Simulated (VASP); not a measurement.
Al2Au, 3 atoms in the cell. It takes space group Fm-3m (No. 225, cubic). The conventional cell has a = 6.000 Å, b = 6.000 Å, c = 6.000 Å, α = 90.00°, β = 90.00°, γ = 90.00°. Au (site symmetry m-3m) has 8 Al at 2.60 Å within 3.4 Å. Al (site symmetry -43m) has 4 Au at 2.60 Å and 6 Al at 3.00 Å within 3.4 Å. 

| Quantity | Value |
| --- | --- |
| Program | VASP 6.6.1 |
| Task | relaxation of cell and atoms |
| Functional | PBEsol |
| Potentials or basis | VASP PAW PBE potentials, release 64 (Au, Al) |
| Cutoff | 600 eV |
| k mesh | 8 × 8 × 8 |
| Occupations | fermi-dirac, width 0.05 eV |
| Spin | no spin polarisation |
| Target pressure | 20 GPa |
| Dipole correction | no |
| Further INCAR settings | ALGO = Normal; EDIFF = 1e-07; IBRION = 2; EDIFFG = -0.01; NSW = 60; ISIF = 3 |

Potentials or basis: VASP PAW PBE potentials, release 64 (Au, Al).

Run with:

```bash
$ cat potpaw_PBE.64/Au/POTCAR potpaw_PBE.64/Al/POTCAR > POTCAR
$ mpirun -np 1 vasp_std > vasp.out
```

Hardware: 1 thread of AMD EPYC 9R45 (Zen 5), on a shared host.

Q: Estimate the wall time of this run.

A: Wall time 2.2 min on 1 thread of AMD EPYC 9R45 (Zen 5), on a shared host, peak memory 0.19 GiB. Counts: scf iterations 57, k points 29, ion steps 7.
